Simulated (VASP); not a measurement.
# TiO2 in VASP: notebook

TiO2 is run at these levels: PBE, r2SCAN, PBEsol; tasks: single point.

Everything below comes from runs of VASP 6.6.1. Logs are shortened: lines on timing, memory, paths and dates and some standing lists are left out, and cuts for length are marked.

### Step 1. The cell of the first run

The typed cell holds 3 atoms: a = 7.192 Å, b = 7.192 Å, c = 7.192 Å, α = 24.03°, β = 24.03°, γ = 24.03°.

### Step 2. Single point, PBE (atoms moved at random)

INCAR reads:

```
  ALGO = Normal
  EDIFF = 1E-7
  ENCUT = 520
  GGA = PE
  ISIF = 2
  ISMEAR = -1
  LASPH = True
  LCHARG = False
  LREAL = False
  LWAVE = False
  NBANDS = 19
  NELM = 60
  PREC = Accurate
  SIGMA = 0.05
```

KPOINTS reads:

```
k-points
0
Gamma
  10 10 10
```

POSCAR reads:

```
TiO2
1.0
    1.4973312015      0.8644845722      6.9815443949
   -1.4973312015      0.8644845722      6.9815443949
    0.0000000000     -1.7289691445      6.9815443949
Ti O
1 2
Direct
   -0.0119690000     -0.0003860000      0.0150290000
    0.4087670000      0.3583310000      0.3668140000
    0.6200100000      0.6254830000      0.6112010000
```

Potentials or basis: VASP PAW PBE potentials, release 64 (Ti_sv, O).

On the command line:

```sh
$ cat potpaw_PBE.64/Ti_sv/POTCAR potpaw_PBE.64/O/POTCAR > POTCAR
$ mpirun -np 1 vasp_std > vasp.out
```

OUTCAR:

```text
EDIFF = 1E-7
   ENCUT = 520
   GGA = PE
   ISIF = 2
   ISMEAR = -1
   LASPH = True
   LREAL = False
   NELM = 60
   PREC = Accurate

 ion  position               nearest neighbor table
   1  0.988  1.000  0.015-   2 1.86   3 1.96   2 2.00   2 2.02   3 2.03   3 2.04
   2  0.409  0.358  0.367-   1 1.86   1 2.00   1 2.02
   3  0.620  0.625  0.611-   1 1.96   1 2.03   1 2.04

  LATTYP: Found a trigonal (rhomboedric) cell.
 ALAT       =     7.1924471802
 COS(alpha) =     0.9133213014

  Lattice vectors:

 A1 = (   1.4973312015,   0.8644845722,   6.9815443949)
 A2 = (  -1.4973312015,   0.8644845722,   6.9815443949)
 A3 = (   0.0000000000,  -1.7289691445,   6.9815443949)

Analysis of symmetry for initial positions (statically):
=====================================================================
 Subroutine PRICEL returns:
 Original cell was already a primitive cell.

 Routine SETGRP: Setting up the symmetry group for a
 trigonal (rhombohedral) supercell.

 Subroutine GETGRP returns: Found  1 space group operations
 (whereof  1 operations were pure point group operations)
 out of a pool of 12 trial point group operations.

The static configuration has the point symmetry C_1 .

Analysis of symmetry for dynamics (positions and initial velocities):
=====================================================================
 Subroutine PRICEL returns:
 Original cell was already a primitive cell.

 Routine SETGRP: Setting up the symmetry group for a
 trigonal (rhombohedral) supercell.

 Subroutine GETGRP returns: Found  1 space group operations
 (whereof  1 operations were pure point group operations)
 out of a pool of 12 trial point group operations.

The dynamic configuration has the point symmetry C_1 .

 Subroutine INISYM returns: Found  1 space group operations
 (whereof  1 operations are pure point group operations),
 and found     1 'primitive' translations

----------------------------------------------------------------------------------------

                                     Primitive cell

  volume of cell :      54.2223

  direct lattice vectors                    reciprocal lattice vectors
     1.497331201  0.864484572  6.981544395     0.333927457  0.192793107  0.047744928
    -1.497331201  0.864484572  6.981544395    -0.333927457  0.192793107  0.047744928
     0.000000000 -1.728969144  6.981544395     0.000000000 -0.385586214  0.047744928

  length of vectors
     7.192447180  7.192447180  7.192447180     0.388530960  0.388530960  0.388530960

  position of ions in fractional coordinates (direct lattice)
     0.988031000  0.999614000  0.015029000
     0.408767000  0.358331000  0.366814000
     0.620010000  0.625483000  0.611201000

  ion indices of the primitive-cell ions
   primitive index   ion index
                 1           1
                 2           2
                 3           3

----------------------------------------------------------------------------------------

 KPOINTS: k-points

Automatic generation of k-mesh.
 Grid dimensions read from file:
 generate k-points for:   10   10   10

 Generating k-lattice:

  Cartesian coordinates                     Fractional coordinates (reciprocal lattice)
     0.033392746  0.019279311  0.004774493     0.100000000  0.000000000  0.000000000
    -0.033392746  0.019279311  0.004774493     0.000000000  0.100000000  0.000000000
     0.000000000 -0.038558621  0.004774493     0.000000000  0.000000000  0.100000000

  Length of vectors
     0.038853096  0.038853096  0.038853096

  Shift w.r.t. Gamma in fractional coordinates (k-lattice)
     0.000000000  0.000000000  0.000000000

 Subroutine IBZKPT returns following result:
 ===========================================

 Found    504 irreducible k-points:

 Following reciprocal coordinates:
            Coordinates               Weight
  0.000000  0.000000  0.000000      1.000000
  0.100000 -0.000000 -0.000000      2.000000
 -0.000000  0.100000 -0.000000      2.000000
 -0.000000 -0.000000  0.100000      2.000000
  0.200000 -0.000000 -0.000000      2.000000
 -0.000000  0.200000 -0.000000      2.000000
[... 16 lines left out ...]
 -0.100000 -0.200000  0.000000      2.000000
  0.100000 -0.000000  0.200000      2.000000
 [... further k-points ...]
   k-points           NKPTS =    504   k-points in BZ     NKDIM =    504   number of bands    NBANDS=     19
   number of dos      NEDOS =    301   number of ions     NIONS =      3
   total plane-waves  NPLWV = 157464
   dimension x,y,z NGX =    54 NGY =   54 NGZ =   54
   dimension x,y,z NGXF=   108 NGYF=  108 NGZF=  108
   ions per type =               1   2
   NGX,Y,Z   is equivalent  to a cutoff of  12.48, 12.48, 12.48 a.u.
   NGXF,Y,Z  is equivalent  to a cutoff of  24.96, 24.96, 24.96 a.u.
 SYSTEM =  unknown system
   PREC   = accura    normal or accurate (medium, high low for compatibility)
   ISTART =      0    job   : 0-new  1-cont  2-samecut
   ICHARG =      2    charge: 1-file 2-atom 10-const
   ISPIN  =      1    spin polarized calculation?
   LNONCOLLINEAR =      F non collinear calculations
   LSORBIT =      F    spin-orbit coupling
   LASPH  =      T    aspherical Exc in radial PAW
   ENCUT  =  520.0 eV  38.22 Ry    6.18 a.u.  13.37 13.37 13.37*2*pi/ulx,y,z
   NELM   =     60;   NELMIN=  2; NELMDL= -5     # of ELM steps
   EDIFF  = 0.1E-06   stopping-criterion for ELM
   LREAL  =      F    real-space projection
   EDIFFG = 0.1E-05   stopping-criterion for IOM
   NSW    =      0    number of steps for IOM
   IBRION =     -1    ionic relax: 0-MD 1-quasi-New 2-CG
   NFREE  =      0    steps in history (QN), initial steepest desc. (CG)
   ISIF   =      2    stress and relaxation
   ISYM   =      2    0-nonsym 1-usesym 2-fastsym
   POTIM  = 0.5000    time-step for ionic-motion
   TEBEG  =    0.0;   TEEND  =   0.0 temperature during run
   PSTRESS=    0.0 pullay stress
   NELECT =      24.0000    total number of electrons
   NUPDOWN=      -1.0000    fix difference up-down
   EMIN   =  10.00;   EMAX   =-10.00  energy-range for DOS
   EFERMI =   0.00;   METHOD = LEGACY
   ISMEAR =    -1;   SIGMA  =   0.05  broadening in eV -4-tet -1-fermi 0-gaus
   EFERMI_NEDOS =   21; number of points for ismear=-14 and -15
   IALGO  =     38    algorithm
   IMIX   =      4    mixing-type and parameters
     AMIX     =   0.40;   BMIX     =  1.00
     AMIX_MAG =   1.60;   BMIX_MAG =  1.00
  volume/ion in A,a.u.               =      18.07       121.97
  Fermi-wavevector in a.u.,A,eV,Ry     =   1.247630  2.357680 21.178579  1.556582
  Thomas-Fermi vector in A             =   2.381754
   LORBIT       =      0    0 simple, 1 ext, 2 COOP (PROOUT), +10 PAW based schemes
   GGA     = PE    functional components
   LHFCALC =     F    Hartree Fock is set to
   AEXX    =    0.0000 exact exchange contribution
   IVDW    =     0    specifies the selected vdW correction
   LEPSILON=     F    determine dielectric tensor
   LRPA    =     F    only Hartree local field effects (RPA)
 non-spin polarized calculation
  energy-cutoff  :      520.00
  volume of cell :       54.22
 maximum number of plane-waves:      1507
 NGX is ok and might be reduce to    54
   NGX = 27   NGY = 27   NGZ = 27

 number of electron      23.9999995 magnetization

 Free energy of the ion-electron system (eV)
  ---------------------------------------------------
  ext. energy  EPLUGINS =         0.00000000
  ---------------------------------------------------
  free energy    TOTEN  =       -26.42384429 eV

  energy without entropy =      -26.42384429  energy(sigma->0) =      -26.42384429

 E-fermi :   0.2337     XC(G=0):  -7.6943

 val. band max:       -1.0825068345   @ k =   0.1000  -0.1000   0.2000
 cond. band min:       1.5973217349   @ k =   0.5000   0.5000   0.5000
 fundamental gap:      2.6798285694
 Fermi energy:         0.2337237922

 k-point     1 :       0.0000    0.0000    0.0000
  band No.  band energies     occupation
      1     -57.4488      2.00000
      2     -33.7160      2.00000
      3     -33.4478      2.00000
      4     -33.4363      2.00000
      5     -18.5412      2.00000
      6     -16.7178      2.00000
[... 11 lines left out ...]
     18       6.0223      0.00000
     19       9.2084      0.00000

 k-point     2 :       0.1000   -0.0000   -0.0000
  band No.  band energies     occupation
      1     -57.4421      2.00000
      2     -33.7042      2.00000
      3     -33.5053      2.00000
      4     -33.4478      2.00000
      5     -18.4127      2.00000
      6     -16.7822      2.00000
[... 11 lines left out ...]
     18       6.1915      0.00000
     19       9.5721      0.00000

 k-point     3 :      -0.0000    0.1000   -0.0000
  band No.  band energies     occupation
      1     -57.4423      2.00000
      2     -33.7051      2.00000
      3     -33.4987      2.00000
      4     -33.4508      2.00000
      5     -18.4242      2.00000
      6     -16.7705      2.00000
[... 11 lines left out ...]
     18       6.1669      0.00000
     19       9.5311      0.00000

 k-point     4 :      -0.0000   -0.0000    0.1000
  band No.  band energies     occupation
      1     -57.4423      2.00000
      2     -33.7047      2.00000
      3     -33.4936      2.00000
      4     -33.4569      2.00000
      5     -18.4204      2.00000
      6     -16.7756      2.00000
[... 11 lines left out ...]
     18       6.1726      0.00000
     19       9.5456      0.00000

 k-point     5 :       0.2000   -0.0000   -0.0000
  band No.  band energies     occupation
      1     -57.4246      2.00000
      2     -33.6816      2.00000
      3     -33.6464      2.00000
      4     -33.4760      2.00000
      5     -18.0843      2.00000
      6     -16.9351      2.00000
[... 11 lines left out ...]
     18       6.9458      0.00000
     19      10.3046      0.00000

 k-point     6 :      -0.0000    0.2000   -0.0000
  band No.  band energies     occupation
      1     -57.4252      2.00000
      2     -33.6859      2.00000
      3     -33.6297      2.00000
      4     -33.4788      2.00000
      5     -18.1300      2.00000
      6     -16.8905      2.00000
[... 11 lines left out ...]
     18       6.9260      0.00000
     19      10.2401      0.00000

 k-point     7 :      -0.0000   -0.0000    0.2000
  band No.  band energies     occupation
      1     -57.4251      2.00000
      2     -33.6818      2.00000
      3     -33.6300      2.00000
      4     -33.4846      2.00000
      5     -18.1150      2.00000
      6     -16.9092      2.00000
[... 11 lines left out ...]
     18       6.9332      0.00000
     19      10.2659      0.00000

 k-point     8 :       0.3000    0.0000    0.0000
  band No.  band energies     occupation
      1     -57.4029      2.00000
      2     -33.8391      2.00000
      3     -33.6295      2.00000
      4     -33.5105      2.00000
      5     -17.7435      2.00000
      6     -17.0402      2.00000
[... 256 lines left out ...]
 k-point    20 :       0.2000    0.1000   -0.0000
  band No.  band energies     occupation
      1     -57.4302      2.00000
      2     -33.6846      2.00000
      3     -33.5982      2.00000
      4     -33.4747      2.00000
      5     -18.1890      2.00000
      6     -16.8880      2.00000
[... 11 lines left out ...]
     18       6.7718      0.00000
     19       9.9349      0.00000

 k-point    21 :      -0.2000    0.0000   -0.1000
  band No.  band energies     occupation
      1     -57.4303      2.00000
      2     -33.6863      2.00000
      3     -33.5996      2.00000
      4     -33.4703      2.00000
      5     -18.1987      2.00000
      6     -16.8756      2.00000
[... 11 lines left out ...]
     18       6.7555      0.00000
     19       9.9333      0.00000

 k-point    22 :      -0.0000    0.2000    0.1000
  band No.  band energies     occupation
      1     -57.4303      2.00000
      2     -33.6863      2.00000
      3     -33.5996      2.00000
      4     -33.4703      2.00000
      5     -18.1987      2.00000
      6     -16.8757      2.00000
[... 11 lines left out ...]
     18       6.8149      0.00000
     19       9.8367      0.00000

 k-point    23 :      -0.1000   -0.2000    0.0000
  band No.  band energies     occupation
      1     -57.4306      2.00000
      2     -33.6856      2.00000
      3     -33.5844      2.00000
      4     -33.4807      2.00000
      5     -18.2178      2.00000
      6     -16.8597      2.00000
[... 11 lines left out ...]
     18       6.7455      0.00000
     19       9.8617      0.00000

 k-point    24 :       0.1000   -0.0000    0.2000
  band No.  band energies     occupation
      1     -57.4306      2.00000
      2     -33.6856      2.00000
      3     -33.5844      2.00000
      4     -33.4807      2.00000
      5     -18.2179      2.00000
      6     -16.8597      2.00000
[... 11 lines left out ...]
     18       6.7318      0.00000
     19       9.8844      0.00000

 [... further k-points ...]
[... 5 lines left out ...]
  --------------------------------------------------------------------------------------
  -------------------------------------------------------------------------------------
  Total        0.5087971      0.0782113      0.0367193      0.3500329     -0.3010393     -1.3450660
  in kB       15.0340964      2.3110126      1.0849930     10.3428822     -8.8952039    -39.7444321
  external PRESSURE =       6.1433673 kB  Pullay stress =       0.0000000 kB

 VOLUME and BASIS-vectors are now :
 -----------------------------------------------------------------------------
  energy-cutoff  :      520.00
  volume of cell :       54.22
      direct lattice vectors                 reciprocal lattice vectors
     1.497331201  0.864484572  6.981544395     0.333927457  0.192793107  0.047744928
    -1.497331201  0.864484572  6.981544395    -0.333927457  0.192793107  0.047744928
     0.000000000 -1.728969144  6.981544395     0.000000000 -0.385586214  0.047744928

 POSITION                                       TOTAL-FORCE (eV/Angst)
 -----------------------------------------------------------------------------------
     -0.01734      1.69230     13.98176         0.334988      0.183617     -1.406082
      0.07552      0.02893      7.91646        -0.871718     -0.252334      0.790634
     -0.00819      0.01996     12.96259         0.536729      0.068717      0.615448
 -----------------------------------------------------------------------------------
    total drift:                                0.000007     -0.000000     -0.000449

  FREE ENERGIE OF THE ION-ELECTRON SYSTEM (eV)
  ---------------------------------------------------
  free  energy   TOTEN  =       -26.4238442922 eV

  energy  without entropy=      -26.4238442922  energy(sigma->0) =      -26.42384429
```

Wall time 49 min (1 thread of Intel Xeon Platinum 8488C (Sapphire Rapids), shared host); peak memory 0.74 GiB.

Results:

```
Free energy            : -26.4238 eV
Pressure               : 0.6 GPa
Largest force          : 1.457 eV/Å
Band gap on the k mesh : 2.68 eV (least direct gap 2.86 eV)
```

Forces in eV/Å, atoms in the order of the input:
```
Ti   0.335  0.184 -1.406
O   -0.872 -0.252  0.791
O    0.537  0.069  0.615
```

Stress tensor (GPa, compression positive):
```
 1.50  1.03 -3.97
 1.03  0.23 -0.89
-3.97 -0.89  0.11
```

Caveat: the cell differs from its parent crystal (atoms moved at random); forces of over 1 eV/Å act on the atoms, so gaps and moduli don't describe the material at rest. A k mesh can miss the band edges.

### Step 3. Single point, r2SCAN

This run uses another cell than the first one, of 18.44 Å³/atom.

POSCAR reads:

```
TiO2
1.0
    1.5072475912      0.8702098024      7.0277811357
   -1.5072475912      0.8702098024      7.0277811357
    0.0000000000     -1.7404196050      7.0277811357
Ti O
1 2
Direct
    0.0000000000      0.0000000000      0.0000000000
    0.3795330000      0.3795330000      0.3795330000
    0.6204670000      0.6204670000      0.6204670000
```

INCAR.step1 reads:

```
  PREC = Accurate
  ENCUT = 520
  ISMEAR = -1
  SIGMA = 0.05
  LREAL = F
  LASPH = T
  NELM = 80
  NBANDS = 19
  GGA = PE
  ALGO = Normal
  EDIFF = 1E-4
  LWAVE = T
  LCHARG = F
```

INCAR.step2 reads:

```
  PREC = Accurate
  ENCUT = 520
  EDIFF = 1E-6
  ISMEAR = -1
  SIGMA = 0.05
  LREAL = F
  LASPH = T
  NELM = 80
  ALGO = Normal
  ISIF = 2
  LWAVE = F
  LCHARG = F
  METAGGA = R2SCAN
  LMIXTAU = T
  NBANDS = 19
  ISTART = 1
```

KPOINTS reads:

```
Automatic mesh
0
Gamma
  10 10 10
```

Potentials or basis: VASP PAW PBE potentials, release 64 (Ti_sv, O).

On the command line:

```sh
$ cat potpaw_PBE.64/Ti_sv/POTCAR potpaw_PBE.64/O/POTCAR > POTCAR
$ cp INCAR.step1 INCAR
$ mpirun -np 1 vasp_std > vasp.out
$ cp INCAR.step2 INCAR
$ mpirun -np 1 vasp_std > vasp.out
```

It took 37 min on 1 thread of Intel Xeon Platinum 8488C (Sapphire Rapids), shared host; peak memory 0.48 GiB.

It converged, with:

```yaml
Free_energy: -34.3471 eV
Pressure: -5.0 GPa
Largest_force: 0.637 eV/Å
Band_gap_on_the_k_mesh: 3.02 eV (least direct gap 3.24 eV)
```

Forces on the atoms (eV/Å):
```
Ti   0.000  0.000  0.000
O    0.000  0.000 -0.637
O    0.000  0.000  0.637
```

Stress tensor (GPa, compression positive):
```
-5.66  0.00  0.00
 0.00 -5.66  0.00
 0.00  0.00 -3.78
```

Levels at points of the mesh, in eV from the valence-band top:
```tsv
k point	band 9	band 10	band 11	band 12	band 13	band 14	band 15	band 16
(0.00, 0.00, 0.00)	-3.59	-0.58	-0.22	-0.22	3.02	3.02	4.67	7.04
(0.50, 0.00, 0.00)	-2.58	-1.65	-1.26	-0.65	3.24	4.03	4.09	6.43
(0.50, 0.50, 0.00)	-2.58	-1.66	-1.26	-0.64	3.24	4.03	4.09	6.42
(0.50, 0.50, 0.50)	-3.57	-0.63	-0.22	-0.22	3.02	3.02	4.69	7.04
```

Caveat: the cell stands under tension; the PAW data sets were made with another functional, which shifts forces and pressure a little.

### Step 4. Single point, r2SCAN

This run uses another cell than the first one, of 19.16 Å³/atom.

POSCAR reads:

```
TiO2
1.0
    1.5266980925      0.8814395546      7.1184721853
   -1.5266980925      0.8814395546      7.1184721853
    0.0000000000     -1.7628791093      7.1184721853
Ti O
1 2
Direct
    0.0000000000      0.0000000000      0.0000000000
    0.3795330000      0.3795330000      0.3795330000
    0.6204670000      0.6204670000      0.6204670000
```

INCAR.step1 reads:

```
PREC = Accurate
ENCUT = 520
ISMEAR = -1
SIGMA = 0.05
LREAL = F
LASPH = T
NELM = 80
NBANDS = 19
GGA = PE
ALGO = Normal
EDIFF = 1E-4
LWAVE = T
LCHARG = F
```

INCAR.step2 reads:

```
PREC = Accurate
ENCUT = 520
EDIFF = 1E-6
ISMEAR = -1
SIGMA = 0.05
LREAL = F
LASPH = T
NELM = 80
ALGO = Normal
ISIF = 2
LWAVE = F
LCHARG = F
METAGGA = R2SCAN
LMIXTAU = T
NBANDS = 19
ISTART = 1
```

KPOINTS reads:

```
regular mesh
0
Gamma
  10 10 10
```

On the command line:

```sh
$ cat potpaw_PBE.64/Ti_sv/POTCAR potpaw_PBE.64/O/POTCAR > POTCAR
$ cp INCAR.step1 INCAR
$ mpirun -np 1 vasp_std > vasp.out
$ cp INCAR.step2 INCAR
$ mpirun -np 1 vasp_std > vasp.out
```

Wall time 35 min (1 thread of Intel Xeon Platinum 8488C (Sapphire Rapids), shared host); peak memory 0.48 GiB.

It converged, with:

```yaml
Free_energy: -34.2523 eV
Pressure: -9.2 GPa
Largest_force: 1.137 eV/Å
Band_gap_on_the_k_mesh: 2.89 eV (least direct gap 3.12 eV)
```

Forces on the atoms (eV/Å):
```
Ti   0.000  0.000  0.000
O    0.000  0.000 -1.137
O    0.000  0.000  1.137
```

Stress tensor (GPa, compression positive):
```
-10.53   0.00   0.00
  0.00 -10.53   0.00
  0.00   0.00  -6.45
```

Levels at points of the mesh, in eV from the valence-band top:
| k point | band 9 | band 10 | band 11 | band 12 | band 13 | band 14 | band 15 | band 16 |
| --- | --- | --- | --- | --- | --- | --- | --- | --- |
| (0.00, 0.00, 0.00) | -3.45 | -0.52 | -0.23 | -0.23 | 2.89 | 2.89 | 4.44 | 6.70 |
| (0.50, 0.00, 0.00) | -2.52 | -1.59 | -1.26 | -0.63 | 3.09 | 3.84 | 3.89 | 6.07 |
| (0.50, 0.50, 0.00) | -2.52 | -1.59 | -1.26 | -0.62 | 3.09 | 3.84 | 3.89 | 6.07 |
| (0.50, 0.50, 0.50) | -3.43 | -0.57 | -0.23 | -0.23 | 2.89 | 2.89 | 4.45 | 6.70 |

Caveat: the cell stands under tension; the PAW data sets were made with another functional, which shifts forces and pressure a little. A k mesh can miss the band edges.

[end of part 1 of 2]
